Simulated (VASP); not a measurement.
# Ti (P6_3/mmc) in VASP: a series of runs

Runs on Ti. Level: PBE. Tasks: single point.

Program: VASP 6.6.1. These are calculated values, not measurements. Logs are shortened: lines on timing, memory, paths and dates and some standing lists are left out, and cuts for length are marked.

### Step 1. The cell of the first run

The structure is hexagonal, space group P6_3/mmc (No. 194). The conventional cell has a = 2.950 Å, b = 2.950 Å, c = 4.780 Å, α = 90.00°, β = 90.00°, γ = 120.00°. Ti (site symmetry -6m2) has 12 Ti at 2.93 to 2.95 Å within 3.9 Å.

### Step 2. Single point, PBE (z stretched by +2 %, then relaxed in part)

INCAR reads:

```
SYSTEM = Ti
PREC = Accurate ; ENCUT = 500
EDIFF = 1E-6 ; ISMEAR = -1
SIGMA = 0.05 ; LREAL = .False.
LASPH = .True. ; NELM = 120
ALGO = Normal ; ISIF = 2
LWAVE = .False. ; LCHARG = .False.
GGA = PE ; NBANDS = 19
GGA_COMPAT = .False.
```

KPOINTS reads:

```
regular mesh
0
Gamma
  18 18 10
  0 0 0
```

POSCAR reads:

```
Ti
1.0
    2.9499978604      0.0000000000      0.0000000000
   -1.4749989302      2.5547730882      0.0000000000
    0.0000000000      0.0000000000      4.7797200000
Ti
2
Direct
    0.3333333333      0.6666666667      0.2500000000
    0.6666666667      0.3333333333      0.7500000000
```

Potentials or basis: VASP PAW PBE potentials, release 64 (Ti_sv).

On the command line:

```sh
$ cat potpaw_PBE.64/Ti_sv/POTCAR > POTCAR
$ mpirun -np 1 vasp_std > vasp.out
```

OUTCAR:

```text
SYSTEM = Ti
   PREC = Accurate
   ENCUT = 500
   EDIFF = 1E-6
   ISMEAR = -1
   LREAL = .False.
   LASPH = .True.
   NELM = 120
   ISIF = 2
   GGA = PE

 ion  position               nearest neighbor table
   1  0.333  0.667  0.250-
   2  0.667  0.333  0.750-

  LATTYP: Found a hexagonal cell.
 ALAT       =     2.9499978604
 C/A-ratio  =     1.6202452429

  Lattice vectors:

 A1 = (   2.9499978604,   0.0000000000,   0.0000000000)
 A2 = (  -1.4749989302,   2.5547730882,   0.0000000000)
 A3 = (   0.0000000000,   0.0000000000,   4.7797200000)

Analysis of symmetry for initial positions (statically):
=====================================================================
 Subroutine PRICEL returns:
 Original cell was already a primitive cell.

 Routine SETGRP: Setting up the symmetry group for a
 hexagonal supercell.

 Subroutine GETGRP returns: Found 24 space group operations
 (whereof 12 operations were pure point group operations)
 out of a pool of 24 trial point group operations.

The static configuration has the point symmetry D_3d.
 The point group associated with its full space group is D_6h.

Analysis of symmetry for dynamics (positions and initial velocities):
=====================================================================
 Subroutine PRICEL returns:
 Original cell was already a primitive cell.

 Routine SETGRP: Setting up the symmetry group for a
 hexagonal supercell.

 Subroutine GETGRP returns: Found 24 space group operations
 (whereof 12 operations were pure point group operations)
 out of a pool of 24 trial point group operations.

The dynamic configuration has the point symmetry D_3d.
 The point group associated with its full space group is D_6h.

 Subroutine INISYM returns: Found 24 space group operations
 (whereof 12 operations are pure point group operations),
 and found     1 'primitive' translations

----------------------------------------------------------------------------------------

                                     Primitive cell

  volume of cell :      36.0227

  direct lattice vectors                    reciprocal lattice vectors
     2.949997860  0.000000000  0.000000000     0.338983297  0.195712098  0.000000000
    -1.474998930  2.554773088  0.000000000     0.000000000  0.391424195  0.000000000
     0.000000000  0.000000000  4.779720000     0.000000000  0.000000000  0.209217276

  length of vectors
[... 74 lines left out ...]
   ISTART =      0    job   : 0-new  1-cont  2-samecut
   ICHARG =      2    charge: 1-file 2-atom 10-const
   ISPIN  =      1    spin polarized calculation?
   LNONCOLLINEAR =      F non collinear calculations
   LSORBIT =      F    spin-orbit coupling
   LASPH  =      T    aspherical Exc in radial PAW
   ENCUT  =  500.0 eV  36.75 Ry    6.06 a.u.   5.38  5.38  8.71*2*pi/ulx,y,z
   NELM   =    120;   NELMIN=  2; NELMDL= -5     # of ELM steps
   EDIFF  = 0.1E-05   stopping-criterion for ELM
   LREAL  =      F    real-space projection
   EDIFFG = 0.1E-04   stopping-criterion for IOM
   NSW    =      0    number of steps for IOM
   IBRION =     -1    ionic relax: 0-MD 1-quasi-New 2-CG
   NFREE  =      0    steps in history (QN), initial steepest desc. (CG)
   ISIF   =      2    stress and relaxation
   ISYM   =      2    0-nonsym 1-usesym 2-fastsym
   POTIM  = 0.5000    time-step for ionic-motion
   TEBEG  =    0.0;   TEEND  =   0.0 temperature during run
   PSTRESS=    0.0 pullay stress
   NELECT =      24.0000    total number of electrons
   NUPDOWN=      -1.0000    fix difference up-down
   EMIN   =  10.00;   EMAX   =-10.00  energy-range for DOS
   EFERMI =   0.00;   METHOD = LEGACY
   ISMEAR =    -1;   SIGMA  =   0.05  broadening in eV -4-tet -1-fermi 0-gaus
   EFERMI_NEDOS =   21; number of points for ismear=-14 and -15
   IALGO  =     38    algorithm
   IMIX   =      4    mixing-type and parameters
     AMIX     =   0.40;   BMIX     =  1.00
     AMIX_MAG =   1.60;   BMIX_MAG =  1.00
  volume/ion in A,a.u.               =      18.01       121.55
  Fermi-wavevector in a.u.,A,eV,Ry     =   1.429837  2.701999 27.816196  2.044433
  Thomas-Fermi vector in A             =   2.549747
   LORBIT       =      0    0 simple, 1 ext, 2 COOP (PROOUT), +10 PAW based schemes
   GGA     = PE    functional components
   LHFCALC =     F    Hartree Fock is set to
   AEXX    =    0.0000 exact exchange contribution
   IVDW    =     0    specifies the selected vdW correction
   LEPSILON=     F    determine dielectric tensor
   LRPA    =     F    only Hartree local field effects (RPA)
 non-spin polarized calculation
  energy-cutoff  :      500.00
  volume of cell :       36.02
 maximum number of plane-waves:       954
 NGX is ok and might be reduce to    24
   NGX = 11   NGY = 11   NGZ = 17

 number of electron      23.9999994 magnetization

 Free energy of the ion-electron system (eV)
  ---------------------------------------------------
  ext. energy  EPLUGINS =         0.00000000
  ---------------------------------------------------
  free energy    TOTEN  =       -15.65966686 eV

  energy without entropy =      -15.64165145  energy(sigma->0) =      -15.65065916

 E-fermi :   7.9530     XC(G=0): -11.3273

 val. band max:        7.9484929291   @ k =   0.1667   0.0556   0.3000
 cond. band min:       7.9534771976   @ k =   0.1667  -0.0000   0.4000
 fundamental gap:      0.0049842686
 Fermi energy:         7.9529916063

 k-point     1 :       0.0000    0.0000    0.0000
  band No.  band energies     occupation
      1     -48.9592      2.00000
      2     -48.8512      2.00000
      3     -25.4918      2.00000
      4     -24.9176      2.00000
      5     -24.9176      2.00000
      6     -24.8926      2.00000
[... 505 lines left out ...]
      6     -25.0716      2.00000
[... 11 lines left out ...]
     18      11.2197      0.00000
     19      12.0327      0.00000

 [... further k-points ...]
[... 5 lines left out ...]
  --------------------------------------------------------------------------------------
  -------------------------------------------------------------------------------------
  Total       -0.6916836     -0.6916836     -1.2576838      0.0000000     -0.0000000      0.0000000
  in kB      -30.7639141    -30.7639141    -55.9378229      0.0000000     -0.0000000      0.0000000
  external PRESSURE =     -39.1552170 kB  Pullay stress =       0.0000000 kB

 VOLUME and BASIS-vectors are now :
 -----------------------------------------------------------------------------
  energy-cutoff  :      500.00
  volume of cell :       36.02
      direct lattice vectors                 reciprocal lattice vectors
     2.949997860  0.000000000  0.000000000     0.338983297  0.195712098  0.000000000
    -1.474998930  2.554773088  0.000000000     0.000000000  0.391424195  0.000000000
     0.000000000  0.000000000  4.779720000     0.000000000  0.000000000  0.209217276

 POSITION                                       TOTAL-FORCE (eV/Angst)
 -----------------------------------------------------------------------------------
     -0.00000      1.70318      1.19493        -0.000000     -0.000000      0.000000
      1.47500      0.85159      3.58479         0.000000      0.000000      0.000000
 -----------------------------------------------------------------------------------
    total drift:                               -0.000000      0.000000     -0.000000

  FREE ENERGIE OF THE ION-ELECTRON SYSTEM (eV)
  ---------------------------------------------------
  free  energy   TOTEN  =       -15.6596668637 eV

  energy  without entropy=      -15.6416514534  energy(sigma->0) =      -15.65065916
```

It took 46 s on 1 thread of Intel Xeon 6975P-C (Granite Rapids), shared host; peak memory 0.24 GiB.

What came out:

```
Free energy            : -15.6597 eV
Pressure               : -3.9 GPa
Band gap on the k mesh : zero (band 12 reaches 8.68 eV, above the bottom of band 13 at 7.62 eV)
```

Levels at points of the mesh, in eV from the Fermi level:
```tsv
k point	band 9	band 10	band 11	band 12	band 13	band 14	band 15	band 16
(0.00, 0.00, 0.00)	-6.12	-2.62	0.48	0.73	0.78	0.78	1.22	1.22
(0.50, 0.00, 0.00)	-2.27	-2.04	-1.77	-0.57	0.52	0.58	1.04	3.27
(0.00, 0.00, 0.50)	-4.36	-4.36	0.00	0.00	0.72	0.72	0.72	0.72
(0.50, 0.00, 0.50)	-2.44	-2.44	-0.81	-0.81	1.26	1.26	1.72	1.72
```

Caveat: the cell differs from its parent crystal (z stretched by +2 %, then relaxed in part).

### Step 3. Single point, PBE (z stretched by +3 %, then relaxed in part)

INCAR reads:

```
ALGO = Normal
EDIFF = 1E-6
ENCUT = 500
GGA = PE
GGA_COMPAT = F
ISIF = 2
ISMEAR = -1
LASPH = T
LCHARG = F
LREAL = F
LWAVE = F
NBANDS = 19
NELM = 120
PREC = Accurate
SIGMA = 0.05
```

KPOINTS reads:

```
k-points
0
Gamma
  18 18 10
```

Edit POSCAR of step 2 so:

```diff
@@ -4,3 +4,3 @@
    -1.4749989302      2.5547730882      0.0000000000
-    0.0000000000      0.0000000000      4.7797200000
+    0.0000000000      0.0000000000      4.8265800000
 Ti
```

Potentials or basis: VASP PAW PBE potentials, release 64 (Ti_sv).

On the command line:

```sh
$ cat potpaw_PBE.64/Ti_sv/POTCAR > POTCAR
$ mpirun -np 1 vasp_std > vasp.out
```

Run time: 49 s. Hardware: 1 thread of Intel Xeon 6975P-C (Granite Rapids), shared host; peak memory 0.24 GiB.

Results (log left out):

| Item | Value |
| --- | --- |
| Free energy | -15.6458 eV |
| Pressure | -4.8 GPa |
| Band gap on the k mesh | zero (band 12 reaches 8.51 eV, above the bottom of band 13 at 7.52 eV) |

Stress tensor (GPa, compression positive):
```
-3.69  0.00  0.00
 0.00 -3.69  0.00
 0.00  0.00 -7.13
```

Levels at points of the mesh, in eV from the Fermi level:
```
           k point  band 9  band 10  band 11  band 12  band 13  band 14  band 15  band 16
(0.00, 0.00, 0.00)   -6.09    -2.61     0.39     0.67     0.79     0.79     1.20     1.20
(0.50, 0.00, 0.00)   -2.25    -2.01    -1.75    -0.54     0.49     0.63     1.00     3.26
(0.00, 0.00, 0.50)   -4.37    -4.37    -0.03    -0.03     0.74     0.74     0.74     0.74
(0.50, 0.00, 0.50)   -2.42    -2.42    -0.81    -0.81     1.25     1.25     1.73     1.73
```

Caveat: the cell differs from its parent crystal (z stretched by +3 %, then relaxed in part).
